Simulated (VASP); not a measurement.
MgB2:

```
Mg B
1.0
     3.08500    0.00000    0.00000
    -1.54250    2.67169    0.00000
     0.00000    0.00000    3.52300
Mg B
1 2
Direct
  0.00000 0.00000 0.00000
  0.66667 0.33333 0.50000
  0.33333 0.66667 0.50000
```

- Program: VASP 6.6.1
- Task: relaxation of cell and atoms
- Functional: PBEsol
- Dispersion: D4
- Potentials or basis: VASP PAW PBE potentials, release 64 (Mg, B)
- Cutoff: 600 eV
- k mesh: 10 × 10 × 8
- Occupations: fermi-dirac, width 0.05 eV
- Spin: no spin polarisation

At the start: pressure -5.3 GPa; volume 9.68 Å³/atom.

**Question.** Where does the relaxation end?

**Answer.** Over 5 steps the energy falls by 6.4 meV/atom and the volume is 9.31 Å³/atom (-3.8 %); space group P6/mmm (No. 191, to 0.05 Å).

Step by step:
```tsv
step	energy change (eV)	largest force (eV/Å)	pressure (GPa)	volume (Å³)
1	0.0000	0.0000	-5.28	29.04
2	-0.0160	0.0000	1.79	27.72
3	-0.0175	0.0000	0.10	28.01
4	-0.0190	0.0000	0.05	27.96
5	-0.0192	0.0000	0.01	27.94
```

Final structure:
```yaml
crystal:
  lattice:
    - [3.05889, 0.00000, 0.00000]
    - [-1.52944, 2.64908, 0.00000]
    - [0.00000, 0.00000, 3.44815]
  atoms:
    - { symbol: Mg, position: [0.00000, 0.00000, 0.00000] }
    - { symbol: B, position: [0.66667, 0.33333, 0.50000] }
    - { symbol: B, position: [0.33333, 0.66667, 0.50000] }
```

Caveat: the PAW data sets were made with another functional, which shifts forces and pressure a little; pairwise dispersion overbinds metals, which lowers pressure and volume.
